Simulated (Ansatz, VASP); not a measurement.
Si7P in VASP and in Ansatz

INCAR

```
ALGO     = Normal         # electronic algorithm
EDIFF    = 1E-6           # SCF threshold, eV
ENCUT    = 520            # plane-wave cutoff, eV
ISIF     = 2              # what is computed and relaxed
ISMEAR   = -1             # smearing method
LASPH    = T              # aspherical terms in the spheres
LCHARG   = F              # write CHGCAR
LREAL    = F              # projectors in reciprocal space
LWAVE    = F              # write WAVECAR
NBANDS   = 26             # bands
NELM     = 80             # most SCF steps
PREC     = Accurate       # precision mode
SIGMA    = 0.0272         # smearing width, eV
```

File KPOINTS:

```
k-points
0
Gamma
  4 4 4
```

The input POSCAR:

```
Si7P
1.0
    5.4709431802      0.0000000000      0.0000000000
    0.0000000000      5.4709431802      0.0000000000
    0.0000000000      0.0000000000      5.4709431802
P Si
1 7
Direct
    0.8750000000      0.3750000000      0.3750000000
    0.3750000000      0.8750000000      0.3750000000
    0.3750000000      0.3750000000      0.8750000000
    0.8750000000      0.8750000000      0.8750000000
    0.1250000000      0.1250000000      0.1250000000
    0.6250000000      0.6250000000      0.1250000000
    0.6250000000      0.1250000000      0.6250000000
    0.1250000000      0.6250000000      0.6250000000
```

Input for Ansatz:

```yaml
crystal:
  lattice:
    - [5.4709431802, 0.0, 0.0]
    - [0.0, 5.4709431802, 0.0]
    - [0.0, 0.0, 5.4709431802]
  atoms:
    - { symbol: P, position: [0.875, 0.375, 0.375] }
    - { symbol: Si, position: [0.375, 0.875, 0.375] }
    - { symbol: Si, position: [0.375, 0.375, 0.875] }
    - { symbol: Si, position: [0.875, 0.875, 0.875] }
    - { symbol: Si, position: [0.125, 0.125, 0.125] }
    - { symbol: Si, position: [0.625, 0.625, 0.125] }
    - { symbol: Si, position: [0.625, 0.125, 0.625] }
    - { symbol: Si, position: [0.125, 0.625, 0.625] }
kpoints:
  mp_grid: { grid: [4, 4, 4] }
scf:
  occupations: { method: fermi_dirac, width: 0.0272 }
hamiltonian:
  xc: lda
  pseudopotentials: { kind: paw }
output:
  forces: true
  stress: true
  eigenvalues: true
  write_density: true
  write_potential: true
  elf: true
  volumetric_format: npy
```

Alike in both runs: task single point; functional LDA; k mesh 4 × 4 × 4; occupations fermi-dirac, width 0.0272 eV; no spin polarisation.

```csv
,VASP,Ansatz
version,VASP 6.6.1,Ansatz 0.2.0
potentials or method,"VASP PAW LDA potentials, release 64 (P, Si)","PAW with Ansatz's default frozen-core files, scalar-relativistic"
plane-wave cutoff (eV),520,420
valence electrons in the cell,33,33
```

Ansatz gave:

```
pressure (GPa)                     : -5.5
rms of the force components (eV/Å) : 0.049
```

Task: What did VASP give for the same quantities?

Result: Pressure (GPa): -5.5; rms of the force components (eV/Å): 0.047.

LDA's correlation is that of Perdew and Zunger in VASP and of Perdew and Wang (1992) in Ansatz. Atom by atom the forces differ by 0.002 eV/Å (rms over components).
